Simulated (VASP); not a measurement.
# Ba (Fm-3m) in VASP: single point with PBEsol

Aim: the single point of Ba with PBEsol.

All numbers are computed with VASP 6.6.1; they aren't measurements. Logs are shortened: lines on timing, memory, paths and dates and some standing lists are left out, and cuts for length are marked.

### 1 The cell of the first run

It takes space group Fm-3m (No. 225, cubic). The conventional cell has a = 6.219 Å, b = 6.219 Å, c = 6.219 Å, α = 90.00°, β = 90.00°, γ = 90.00°. Ba (site symmetry m-3m) has 12 Ba at 4.40 Å within 5.8 Å.

### 2 Single point, PBEsol

File INCAR:

```
SYSTEM = Ba
ALGO     = Normal         ! electronic algorithm
EDIFF    = 1E-6           ! SCF threshold, eV
ENCUT    = 520            ! plane-wave cutoff, eV
GGA      = PS             ! functional
ISIF     = 2              ! what is computed and relaxed
ISMEAR   = 0              ! smearing method
LASPH    = .True.         ! aspherical terms in the spheres
LCHARG   = .True.         ! write CHGCAR
LELF     = .True.         ! ELF
LREAL    = .False.        ! projectors in reciprocal space
LVHAR    = .True.       
LWAVE    = .False.        ! write WAVECAR
NBANDS   = 11             ! bands
NELM     = 100            ! most SCF steps
PREC     = Accurate       ! precision mode
SIGMA    = 0.15           ! smearing width, eV
```

File KPOINTS:

```
k-points
0
Gamma
  14 14 14
  0 0 0
```

File POSCAR:

```
Ba
1.0
    4.1459926301      1.0364981575      1.0364981575
    1.0364981575      4.1459926301      1.0364981575
    1.0364981575      1.0364981575      4.1459926301
Ba
1
Direct
    0.0000000000      0.0000000000      0.0000000000
```

Potentials or basis: VASP PAW PBE potentials, release 64 (Ba_sv).

On the command line:

```
$ cat potpaw_PBE.64/Ba_sv/POTCAR > POTCAR
$ mpirun -np 1 vasp_std > vasp.out
```

OUTCAR:

```text
SYSTEM = Ba
   EDIFF = 1E-6
   ENCUT = 520
   GGA = PS
   ISIF = 2
   ISMEAR = 0
   LASPH = .True.
   LREAL = .False.
   NELM = 100
   PREC = Accurate

 ion  position               nearest neighbor table
   1  0.000  0.000  0.000-

  LATTYP: Found a face centered cubic cell.
 ALAT       =     6.2189889451

  Lattice vectors:

 A1 = (   4.1459926301,   1.0364981575,   1.0364981575)
 A2 = (   1.0364981575,   4.1459926301,   1.0364981575)
 A3 = (   1.0364981575,   1.0364981575,   4.1459926301)

Analysis of symmetry for initial positions (statically):
=====================================================================
 Subroutine PRICEL returns:
 Original cell was already a primitive cell.

 Routine SETGRP: Setting up the symmetry group for a
 face centered cubic supercell.

 Subroutine GETGRP returns: Found 48 space group operations
 (whereof 48 operations were pure point group operations)
 out of a pool of 48 trial point group operations.

The static configuration has the point symmetry O_h .

Analysis of symmetry for dynamics (positions and initial velocities):
=====================================================================
 Subroutine PRICEL returns:
 Original cell was already a primitive cell.

 Routine SETGRP: Setting up the symmetry group for a
 face centered cubic supercell.

 Subroutine GETGRP returns: Found 48 space group operations
 (whereof 48 operations were pure point group operations)
 out of a pool of 48 trial point group operations.

The dynamic configuration has the point symmetry O_h .

 Subroutine INISYM returns: Found 48 space group operations
 (whereof 48 operations are pure point group operations),
 and found     1 'primitive' translations

----------------------------------------------------------------------------------------

                                     Primitive cell

  volume of cell :      60.1311

  direct lattice vectors                    reciprocal lattice vectors
     4.145992630  1.036498158  1.036498158     0.267996403 -0.053599281 -0.053599281
     1.036498158  4.145992630  1.036498158    -0.053599281  0.267996403 -0.053599281
     1.036498158  1.036498158  4.145992630    -0.053599281 -0.053599281  0.267996403

  length of vectors
     4.397489255  4.397489255  4.397489255     0.278510032  0.278510032  0.278510032

[... 81 lines left out ...]
   NSW    =      0    number of steps for IOM
   IBRION =     -1    ionic relax: 0-MD 1-quasi-New 2-CG
   NFREE  =      0    steps in history (QN), initial steepest desc. (CG)
   ISIF   =      2    stress and relaxation
   ISYM   =      2    0-nonsym 1-usesym 2-fastsym
   POTIM  = 0.5000    time-step for ionic-motion
   TEBEG  =    0.0;   TEEND  =   0.0 temperature during run
   PSTRESS=    0.0 pullay stress
   NELECT =      10.0000    total number of electrons
   NUPDOWN=      -1.0000    fix difference up-down
   EMIN   =  10.00;   EMAX   =-10.00  energy-range for DOS
   EFERMI =   0.00;   METHOD = LEGACY
   ISMEAR =     0;   SIGMA  =   0.15  broadening in eV -4-tet -1-fermi 0-gaus
   EFERMI_NEDOS =   21; number of points for ismear=-14 and -15
   IALGO  =     38    algorithm
   IMIX   =      4    mixing-type and parameters
     AMIX     =   0.40;   BMIX     =  1.00
     AMIX_MAG =   1.60;   BMIX_MAG =  1.00
  volume/ion in A,a.u.               =      60.13       405.78
  Fermi-wavevector in a.u.,A,eV,Ry     =   0.900275  1.701272 11.027448  0.810495
  Thomas-Fermi vector in A             =   2.023212
   LORBIT       =      0    0 simple, 1 ext, 2 COOP (PROOUT), +10 PAW based schemes
   GGA     = PS    functional components
   LHFCALC =     F    Hartree Fock is set to
   AEXX    =    0.0000 exact exchange contribution
   IVDW    =     0    specifies the selected vdW correction
   LEPSILON=     F    determine dielectric tensor
   LRPA    =     F    only Hartree local field effects (RPA)
 non-spin polarized calculation
 Gauss-broadening in eV      SIGMA  =   0.15
  energy-cutoff  :      520.00
  volume of cell :       60.13
 maximum number of plane-waves:      1639
 NGX is ok and might be reduce to    36
   NGX = 17   NGY = 17   NGZ = 17

 number of electron      10.0000000 magnetization

 Free energy of the ion-electron system (eV)
  ---------------------------------------------------
  ext. energy  EPLUGINS =         0.00000000
  ---------------------------------------------------
  free energy    TOTEN  =        -2.14016415 eV

  energy without entropy =       -2.12218910  energy(sigma->0) =       -2.13117662

 E-fermi :   1.7235     XC(G=0):  -7.6579

 val. band max:        1.7194649699   @ k =  -0.4286   0.4286   0.0714
 cond. band min:       1.7549766723   @ k =   0.3571   0.3571  -0.0000
 fundamental gap:      0.0355117025
 Fermi energy:         1.7235462343

 k-point     1 :       0.0000    0.0000    0.0000
  band No.  band energies     occupation
      1     -27.0651      2.00000
      2     -11.9731      2.00000
      3     -11.9731      2.00000
      4     -11.9731      2.00000
      5      -1.1037      2.00000
      6       3.5366      0.00000
      7       3.5366      0.00000
      8       3.5366      0.00000
      9       5.2012      0.00000
     10       5.2012      0.00000
     11       7.8314      0.00000
[... 309 lines left out ...]
 k-point    24 :       0.2857    0.1429   -0.0000
  band No.  band energies     occupation
      1     -27.0356      2.00000
      2     -12.2506      2.00000
      3     -12.0465      2.00000
      4     -12.0412      2.00000
      5       0.1063      2.00000
      6       2.5031      0.00000
      7       3.4938      0.00000
      8       4.0371      0.00000
      9       4.6577      0.00000
     10       5.6948      0.00000
     11       8.9220      0.00000

 [... further k-points ...]

------------------------ aborting loop because EDIFF is reached ----------------------------------------

  FORCE on cell =-STRESS in cart. coord.  units (eV):
  Direction    XX          YY          ZZ          XY          YZ          ZX
  --------------------------------------------------------------------------------------
  -------------------------------------------------------------------------------------
  Total       -0.0567088     -0.0567088     -0.0567088      0.0000000      0.0000000      0.0000000
  in kB       -1.5109903     -1.5109903     -1.5109903      0.0000000      0.0000000      0.0000000
  external PRESSURE =      -1.5109903 kB  Pullay stress =       0.0000000 kB

 VOLUME and BASIS-vectors are now :
 -----------------------------------------------------------------------------
  energy-cutoff  :      520.00
  volume of cell :       60.13
      direct lattice vectors                 reciprocal lattice vectors
     4.145992630  1.036498158  1.036498158     0.267996403 -0.053599281 -0.053599281
     1.036498158  4.145992630  1.036498158    -0.053599281  0.267996403 -0.053599281
     1.036498158  1.036498158  4.145992630    -0.053599281 -0.053599281  0.267996403

 POSITION                                       TOTAL-FORCE (eV/Angst)
 -----------------------------------------------------------------------------------
      0.00000      0.00000      0.00000         0.000000     -0.000000      0.000000
 -----------------------------------------------------------------------------------
    total drift:                               -0.000000     -0.000000     -0.000000

  FREE ENERGIE OF THE ION-ELECTRON SYSTEM (eV)
  ---------------------------------------------------
  free  energy   TOTEN  =        -2.1401641522 eV

  energy  without entropy=       -2.1221890978  energy(sigma->0) =       -2.13117662
```

OSZICAR:

```text
N       E                     dE             d eps       ncg     rms          rms(c)
DAV:   1     0.547076342813E+02    0.54708E+02   -0.43074E+03  2288   0.754E+02
DAV:   2     0.410963352278E+00   -0.54297E+02   -0.52824E+02  2694   0.137E+02
DAV:   3    -0.207497643511E+01   -0.24859E+01   -0.24695E+01  2940   0.308E+01
DAV:   4    -0.214172396868E+01   -0.66748E-01   -0.66642E-01  2869   0.464E+00
DAV:   5    -0.214431030515E+01   -0.25863E-02   -0.25861E-02  3064   0.713E-01    0.167E+00
DAV:   6    -0.214177973504E+01    0.25306E-02   -0.33954E-03  2873   0.527E-01    0.985E-01
DAV:   7    -0.214012348189E+01    0.16563E-02   -0.52221E-03  3034   0.695E-01    0.424E-02
DAV:   8    -0.214016170548E+01   -0.38224E-04   -0.10571E-04  3468   0.658E-02    0.117E-02
DAV:   9    -0.214016413633E+01   -0.24308E-05   -0.28032E-06  2625   0.130E-02    0.288E-03
DAV:  10    -0.214016415217E+01   -0.15840E-07   -0.40889E-07  1531   0.429E-03
   1 F= -.21401642E+01 E0= -.21311766E+01  d E =-.179751E-01
```

stdout:

```text
POSCAR found type information on POSCAR Ba
 POSCAR found :  1 types and       1 ions
 scaLAPACK will be used
 -----------------------------------------------------------------------------
|                                                                             |
|                                                                             |
|     You enforced a specific xc type in the INCAR file but a different       |
|     I HOPE YOU KNOW WHAT YOU ARE DOING!                                     |
|                                                                             |
 -----------------------------------------------------------------------------

 LDA part: xc-table for (Slater+PW92), standard interpolation
 POSCAR, INCAR and KPOINTS ok, starting setup
 FFT: planning ... GRIDC
 FFT: planning ... GRID_SOFT
 FFT: planning ... GRID
 WAVECAR not read
 entering main loop
```

It took 34 s on 1 thread of AMD EPYC 9R45 (Zen 5), shared host; peak memory 0.21 GiB.

Results:

```
Free energy            : -2.1402 eV
Pressure               : -0.2 GPa
Band gap on the k mesh : zero (band 5 reaches 1.86 eV, above the bottom of band 6 at 1.50 eV)
```

Caveat: the PAW data sets were made with another functional, which shifts forces and pressure a little; spin-orbit coupling is left out, which moves the levels of the heavy elements.
